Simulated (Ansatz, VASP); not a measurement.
**One calculation of MgS, two programs**

The input POSCAR:

```
MgS
1.0
    0.0000000000      2.8308747668      2.8308747668
    2.8308747668      0.0000000000      2.8308747668
    2.8308747668      2.8308747668      0.0000000000
Mg S
1 1
Direct
    0.0000000000      0.0000000000      0.0000000000
    0.7500000000      0.7500000000      0.7500000000
```

Contents of INCAR.step1:

```
SYSTEM = MgS
ALGO = Normal ; EDIFF = 1E-5
ENCUT = 520 ; GGA = PE
ISIF = 2 ; ISMEAR = 0
LASPH = .True. ; LCHARG = .False.
LREAL = .False. ; LWAVE = .True.
NBANDS = 11 ; NELM = 100
PREC = Accurate ; SIGMA = 0.01
```

INCAR.step2

```
SYSTEM = MgS
AEXX = 0.3 ; ALGO = Normal
EDIFF = 1E-6 ; ENCUT = 520
GGA = PE ; HFSCREEN = 0.1
ISIF = 2 ; ISMEAR = 0
ISTART = 1 ; LASPH = .True.
LCHARG = .False. ; LHFCALC = .True.
LREAL = .False. ; LWAVE = .False.
NBANDS = 11 ; NELM = 100
PREC = Accurate ; PRECFOCK = Normal
SIGMA = 0.01
```

KPOINTS

```
k-points
0
Gamma
  4 4 4
  0 0 0
```

Input for Ansatz:

```yaml
crystal:
  lattice:
    - [0.0, 2.8308747668, 2.8308747668]
    - [2.8308747668, 0.0, 2.8308747668]
    - [2.8308747668, 2.8308747668, 0.0]
  atoms:
    - { symbol: Mg, position: [0.0, 0.0, 0.0] }
    - { symbol: S, position: [0.75, 0.75, 0.75] }
kpoints:
  mp_grid: { grid: [4, 4, 4] }
hamiltonian:
  xc: { exchange: pbe, correlation: pbe, exx: { coeff: 0.3, omega: 0.1 } }
scf:
  occupations: { method: fixed }
  n_extra_bands: 4
output:
  forces: true
  stress: true
  eigenvalues: true
```

Alike in both runs: task single point; functional PBE-based screened hybrid with a share of 0.3 of exact exchange and HFSCREEN = 0.1; k mesh 4 × 4 × 4; no spin polarisation.

|  | VASP | Ansatz |
| --- | --- | --- |
| version | VASP 6.6.1 | Ansatz 0.2.0 |
| potentials or method | VASP PAW PBE potentials, release 64 (Mg, S) | plane waves |
| plane-wave cutoff (eV) | 520 | 420 |
| occupations | gaussian, width 0.01 eV | fixed |
| valence electrons in the cell | 8 | 16 |

VASP gave:

```
gap on the k mesh at the Fermi level (eV) : 5.15
pressure (GPa)                            : -0.4
```

**Question.** Estimate Ansatz's values.

**Answer.** gap on the k mesh at the Fermi level (eV): 5.15; pressure (GPa): -0.2.

VASP's potentials were made for PBE, not for PBE-based screened hybrid. VASP's potentials hold 8 valence electrons a cell and Ansatz's 16, so a difference there can come from the potentials and not from the codes. Ansatz's warnings: stress exchange threshold loose, stress scf threshold loose.

The k mesh is coarse, so the values compare programs but aren't converged.
